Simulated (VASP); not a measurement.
# GaN (P6_3mc) in VASP: a series of runs

Runs on GaN. Level: LDA. Tasks: single point.

Everything below comes from runs of VASP 6.6.1. Logs are shortened: lines on timing, memory, paths and dates and some standing lists are left out, and cuts for length are marked.

## (1) The cell of the first run

The structure is hexagonal, space group P6_3mc (No. 186). Conventional cell: a = 3.093 Å, b = 3.093 Å, c = 5.024 Å, α = 90.00°, β = 90.00°, γ = 120.00°. Ga (site symmetry 3m) has 4 N at 1.88 to 1.89 Å within 2.5 Å. N (site symmetry 3m) has 4 Ga at 1.88 to 1.89 Å within 2.5 Å.

## (2) Single point, LDA

Input file INCAR:

```
ALGO = Normal
EDIFF = 1E-6
ENCUT = 600
GGA = CA
GGA_COMPAT = False
ISIF = 2
ISMEAR = 0
LASPH = True
LCHARG = False
LREAL = False
LWAVE = False
NBANDS = 26
NELM = 120
PREC = Accurate
SIGMA = 0.01
```

Input file KPOINTS:

```
k-points
0
Gamma
  7 7 4
```

Input file POSCAR:

```
GaN
1.0
    3.0928324674      0.0000000000      0.0000000000
   -1.5464162337      2.6784716964      0.0000000000
    0.0000000000      0.0000000000      5.0243938762
Ga N
2 2
Direct
    0.3333333333      0.6666666667      0.0000000000
    0.6666666667      0.3333333333      0.5000000000
    0.3333333333      0.6666666667      0.3750000000
    0.6666666667      0.3333333333      0.8750000000
```

Potentials or basis: VASP PAW LDA potentials, release 64 (Ga_d, N).

Launch:

```console
$ cat potpaw_LDA.64/Ga_d/POTCAR potpaw_LDA.64/N/POTCAR > POTCAR
$ mpirun -np 1 vasp_std > vasp.out
```

OUTCAR:

```text
EDIFF = 1E-6
   ENCUT = 600
   GGA = CA
   ISIF = 2
   ISMEAR = 0
   LASPH = True
   LREAL = False
   NELM = 120
   PREC = Accurate

 ion  position               nearest neighbor table
   1  0.333  0.667  0.000-   3 1.88   4 1.89   4 1.89   4 1.89
   2  0.667  0.333  0.500-   4 1.88   3 1.89   3 1.89   3 1.89
   3  0.333  0.667  0.375-   1 1.88   2 1.89   2 1.89   2 1.89
   4  0.667  0.333  0.875-   2 1.88   1 1.89   1 1.89   1 1.89

  LATTYP: Found a hexagonal cell.
 ALAT       =     3.0928324674
 C/A-ratio  =     1.6245283019

  Lattice vectors:

 A1 = (   3.0928324674,   0.0000000000,   0.0000000000)
 A2 = (  -1.5464162337,   2.6784716964,   0.0000000000)
 A3 = (   0.0000000000,   0.0000000000,   5.0243938762)

Analysis of symmetry for initial positions (statically):
=====================================================================
 Subroutine PRICEL returns:
 Original cell was already a primitive cell.

 Routine SETGRP: Setting up the symmetry group for a
 hexagonal supercell.

 Subroutine GETGRP returns: Found 12 space group operations
 (whereof  6 operations were pure point group operations)
 out of a pool of 24 trial point group operations.

The static configuration has the point symmetry C_3v.
 The point group associated with its full space group is C_6v.

Analysis of symmetry for dynamics (positions and initial velocities):
=====================================================================
 Subroutine PRICEL returns:
 Original cell was already a primitive cell.

 Routine SETGRP: Setting up the symmetry group for a
 hexagonal supercell.

 Subroutine GETGRP returns: Found 12 space group operations
 (whereof  6 operations were pure point group operations)
 out of a pool of 24 trial point group operations.

The dynamic configuration has the point symmetry C_3v.
 The point group associated with its full space group is C_6v.

 Subroutine INISYM returns: Found 12 space group operations
 (whereof  6 operations are pure point group operations),
 and found     1 'primitive' translations

----------------------------------------------------------------------------------------

                                     Primitive cell

  volume of cell :      41.6224

  direct lattice vectors                    reciprocal lattice vectors
     3.092832467  0.000000000  0.000000000     0.323328215  0.186673617  0.000000000
    -1.546416234  2.678471696  0.000000000     0.000000000  0.373347234  0.000000000
     0.000000000  0.000000000  5.024393876     0.000000000  0.000000000  0.199028982

  length of vectors
     3.092832467  3.092832649  5.024393876     0.373347256  0.373347234  0.199028982

  position of ions in fractional coordinates (direct lattice)
     0.333333333  0.666666667  0.000000000
     0.666666667  0.333333333  0.500000000
     0.333333333  0.666666667  0.375000000
     0.666666667  0.333333333  0.875000000

  ion indices of the primitive-cell ions
   primitive index   ion index
                 1           1
                 2           2
                 3           3
                 4           4

----------------------------------------------------------------------------------------

 KPOINTS: k-points

Automatic generation of k-mesh.
 Grid dimensions read from file:
 generate k-points for:    7    7    4

 Generating k-lattice:

  Cartesian coordinates                     Fractional coordinates (reciprocal lattice)
     0.046189745  0.026667660  0.000000000     0.142857143  0.000000000  0.000000000
     0.000000000  0.053335319  0.000000000     0.000000000  0.142857143  0.000000000
     0.000000000  0.000000000  0.049757246     0.000000000  0.000000000  0.250000000

  Length of vectors
     0.053335322  0.053335319  0.049757246

  Shift w.r.t. Gamma in fractional coordinates (k-lattice)
     0.000000000  0.000000000  0.000000000

 Subroutine IBZKPT returns following result:
 ===========================================

 Found     24 irreducible k-points:

 Following reciprocal coordinates:
            Coordinates               Weight
  0.000000  0.000000  0.000000      1.000000
  0.142857 -0.000000  0.000000      6.000000
  0.285714 -0.000000  0.000000      6.000000
  0.428571 -0.000000  0.000000      6.000000
  0.142857  0.142857  0.000000      6.000000
  0.285714  0.142857  0.000000     12.000000
[... 16 lines left out ...]
  0.428571  0.142857  0.500000      6.000000
  0.285714  0.285714  0.500000      6.000000
   k-points           NKPTS =     24   k-points in BZ     NKDIM =     24   number of bands    NBANDS=     26
   number of dos      NEDOS =    301   number of ions     NIONS =      4
   total plane-waves  NPLWV =  31360
   dimension x,y,z NGX =    28 NGY =   28 NGZ =   40
   dimension x,y,z NGXF=    56 NGYF=   56 NGZF=   80
   ions per type =               2   2
   NGX,Y,Z   is equivalent  to a cutoff of  15.05, 15.05, 13.24 a.u.
   NGXF,Y,Z  is equivalent  to a cutoff of  30.10, 30.10, 26.47 a.u.
 SYSTEM =  unknown system
   PREC   = accura    normal or accurate (medium, high low for compatibility)
   ISTART =      0    job   : 0-new  1-cont  2-samecut
   ICHARG =      2    charge: 1-file 2-atom 10-const
   ISPIN  =      1    spin polarized calculation?
   LNONCOLLINEAR =      F non collinear calculations
   LSORBIT =      F    spin-orbit coupling
   LASPH  =      T    aspherical Exc in radial PAW
   ENCUT  =  600.0 eV  44.10 Ry    6.64 a.u.   6.18  6.18 10.03*2*pi/ulx,y,z
   NELM   =    120;   NELMIN=  2; NELMDL= -5     # of ELM steps
   EDIFF  = 0.1E-05   stopping-criterion for ELM
   LREAL  =      F    real-space projection
   EDIFFG = 0.1E-04   stopping-criterion for IOM
   NSW    =      0    number of steps for IOM
   IBRION =     -1    ionic relax: 0-MD 1-quasi-New 2-CG
   NFREE  =      0    steps in history (QN), initial steepest desc. (CG)
   ISIF   =      2    stress and relaxation
   ISYM   =      2    0-nonsym 1-usesym 2-fastsym
   POTIM  = 0.5000    time-step for ionic-motion
   TEBEG  =    0.0;   TEEND  =   0.0 temperature during run
   PSTRESS=    0.0 pullay stress
   NELECT =      36.0000    total number of electrons
   NUPDOWN=      -1.0000    fix difference up-down
   EMIN   =  10.00;   EMAX   =-10.00  energy-range for DOS
   EFERMI =   0.00;   METHOD = LEGACY
   ISMEAR =     0;   SIGMA  =   0.01  broadening in eV -4-tet -1-fermi 0-gaus
   EFERMI_NEDOS =   21; number of points for ismear=-14 and -15
   IALGO  =     38    algorithm
   IMIX   =      4    mixing-type and parameters
     AMIX     =   0.40;   BMIX     =  1.00
     AMIX_MAG =   1.60;   BMIX_MAG =  1.00
  volume/ion in A,a.u.               =      10.41        70.22
  Fermi-wavevector in a.u.,A,eV,Ry     =   1.559792  2.947579 33.102299  2.432950
  Thomas-Fermi vector in A             =   2.663098
   LORBIT       =      0    0 simple, 1 ext, 2 COOP (PROOUT), +10 PAW based schemes
   GGA     = CA    functional components
   LHFCALC =     F    Hartree Fock is set to
   AEXX    =    0.0000 exact exchange contribution
   IVDW    =     0    specifies the selected vdW correction
   LEPSILON=     F    determine dielectric tensor
   LRPA    =     F    only Hartree local field effects (RPA)
 non-spin polarized calculation
 Gauss-broadening in eV      SIGMA  =   0.01
  energy-cutoff  :      600.00
  volume of cell :       41.62
 maximum number of plane-waves:      1404
 NGX is ok and might be reduce to    28
   NGX = 13   NGY = 13   NGZ = 21

 number of electron      36.0000006 magnetization

 Free energy of the ion-electron system (eV)
  ---------------------------------------------------
  ext. energy  EPLUGINS =         0.00000000
  ---------------------------------------------------
  free energy    TOTEN  =       -27.77957247 eV

  energy without entropy =      -27.77957247  energy(sigma->0) =      -27.77957247

 E-fermi :   6.2631     XC(G=0): -12.6276

 val. band max:        6.1560383918   @ k =   0.0000   0.0000   0.0000
 cond. band min:       8.7086453858   @ k =   0.0000   0.0000   0.0000
 fundamental gap:      2.5526069940
 Fermi energy:         6.2631387703

 k-point     1 :       0.0000    0.0000    0.0000
  band No.  band energies     occupation
      1     -10.5528      2.00000
      2      -9.3541      2.00000
      3      -7.5268      2.00000
      4      -7.4994      2.00000
      5      -7.4994      2.00000
      6      -7.4166      2.00000
[... 18 lines left out ...]
     25      18.3764      0.00000
     26      18.3764      0.00000

 k-point     2 :       0.1429   -0.0000    0.0000
  band No.  band energies     occupation
      1     -10.3201      2.00000
      2      -9.2929      2.00000
      3      -7.4964      2.00000
      4      -7.4653      2.00000
      5      -7.4473      2.00000
      6      -7.3860      2.00000
[... 18 lines left out ...]
     25      17.9964      0.00000
     26      18.8098      0.00000

 k-point     3 :       0.2857   -0.0000    0.0000
  band No.  band energies     occupation
      1      -9.7972      2.00000
      2      -9.1898      2.00000
      3      -7.4454      2.00000
      4      -7.4166      2.00000
      5      -7.3427      2.00000
      6      -7.2543      2.00000
[... 18 lines left out ...]
     25      17.9255      0.00000
     26      19.7219      0.00000

 k-point     4 :       0.4286   -0.0000    0.0000
  band No.  band energies     occupation
      1      -9.4276      2.00000
      2      -9.1418      2.00000
      3      -7.4471      2.00000
      4      -7.4078      2.00000
      5      -7.2963      2.00000
      6      -7.2311      2.00000
[... 18 lines left out ...]
     25      18.7708      0.00000
     26      20.2554      0.00000

 k-point     5 :       0.1429    0.1429    0.0000
  band No.  band energies     occupation
      1      -9.9394      2.00000
      2      -9.2137      2.00000
      3      -7.4419      2.00000
      4      -7.4366      2.00000
      5      -7.3460      2.00000
      6      -7.3454      2.00000
[... 18 lines left out ...]
     25      17.7003      0.00000
     26      19.6708      0.00000

 k-point     6 :       0.2857    0.1429    0.0000
  band No.  band energies     occupation
      1      -9.4986      2.00000
      2      -9.1520      2.00000
      3      -7.4589      2.00000
      4      -7.3842      2.00000
      5      -7.2757      2.00000
      6      -7.2341      2.00000
[... 427 lines left out ...]
 k-point    21 :       0.1429    0.1429    0.5000
  band No.  band energies     occupation
      1      -9.4618      2.00000
      2      -9.4618      2.00000
      3      -7.4061      2.00000
      4      -7.4061      2.00000
      5      -7.3821      2.00000
      6      -7.3821      2.00000
[... 18 lines left out ...]
     25      18.1745      0.00000
     26      18.1745      0.00000

 k-point    22 :       0.2857    0.1429    0.5000
  band No.  band energies     occupation
      1      -9.2426      2.00000
      2      -9.2426      2.00000
      3      -7.4111      2.00000
      4      -7.4111      2.00000
      5      -7.3124      2.00000
      6      -7.3124      2.00000
[... 18 lines left out ...]
     25      18.7364      0.00000
     26      18.7364      0.00000

 k-point    23 :       0.4286    0.1429    0.5000
  band No.  band energies     occupation
      1      -9.1707      2.00000
      2      -9.1707      2.00000
      3      -7.4228      2.00000
      4      -7.4228      2.00000
      5      -7.2962      2.00000
      6      -7.2962      2.00000
[... 18 lines left out ...]
     25      19.1890      0.00000
     26      19.1890      0.00000

 k-point    24 :       0.2857    0.2857    0.5000
  band No.  band energies     occupation
      1      -9.1504      2.00000
      2      -9.1504      2.00000
      3      -7.3723      2.00000
      4      -7.3723      2.00000
      5      -7.3185      2.00000
      6      -7.3185      2.00000
[... 18 lines left out ...]
     25      19.7125      0.00000
     26      19.7125      0.00000

------------------------ aborting loop because EDIFF is reached ----------------------------------------

  FORCE on cell =-STRESS in cart. coord.  units (eV):
  Direction    XX          YY          ZZ          XY          YZ          ZX
  --------------------------------------------------------------------------------------
  -------------------------------------------------------------------------------------
  Total        3.6818228      3.6818234      4.4774784      0.0000000      0.0000000      0.0000000
  in kB      141.7249577    141.7249799    172.3522463      0.0000000      0.0000000      0.0000000
  external PRESSURE =     151.9340613 kB  Pullay stress =       0.0000000 kB

 VOLUME and BASIS-vectors are now :
 -----------------------------------------------------------------------------
  energy-cutoff  :      600.00
  volume of cell :       41.62
      direct lattice vectors                 reciprocal lattice vectors
     3.092832467  0.000000000  0.000000000     0.323328215  0.186673617  0.000000000
    -1.546416234  2.678471696  0.000000000     0.000000000  0.373347234  0.000000000
     0.000000000  0.000000000  5.024393876     0.000000000  0.000000000  0.199028982

 POSITION                                       TOTAL-FORCE (eV/Angst)
 -----------------------------------------------------------------------------------
     -0.00000      1.78565      0.00000         0.000000     -0.000000     -0.151280
      1.54642      0.89282      2.51220         0.000000      0.000000     -0.151280
     -0.00000      1.78565      1.88415         0.000000      0.000000      0.151280
      1.54642      0.89282      4.39634        -0.000000     -0.000000      0.151280
 -----------------------------------------------------------------------------------
    total drift:                                0.000000      0.000001     -0.000203

  FREE ENERGIE OF THE ION-ELECTRON SYSTEM (eV)
  ---------------------------------------------------
  free  energy   TOTEN  =       -27.7795724671 eV

  energy  without entropy=      -27.7795724671  energy(sigma->0) =      -27.77957247
```

Wall time 23 s (1 thread of Intel Xeon 6975P-C (Granite Rapids), shared host); peak memory 0.16 GiB.

What came out:

* Free energy: -27.7796 eV
* Pressure: 15.2 GPa
* Largest force: 0.151 eV/Å
* Band gap on the k mesh: 2.55 eV

Forces on the atoms (eV/Å):
```
Ga   0.000  0.000 -0.151
Ga   0.000  0.000 -0.151
N    0.000  0.000  0.151
N    0.000  0.000  0.151
```

Caveat: the cell stands under pressure.

[end of part 1 of 2]
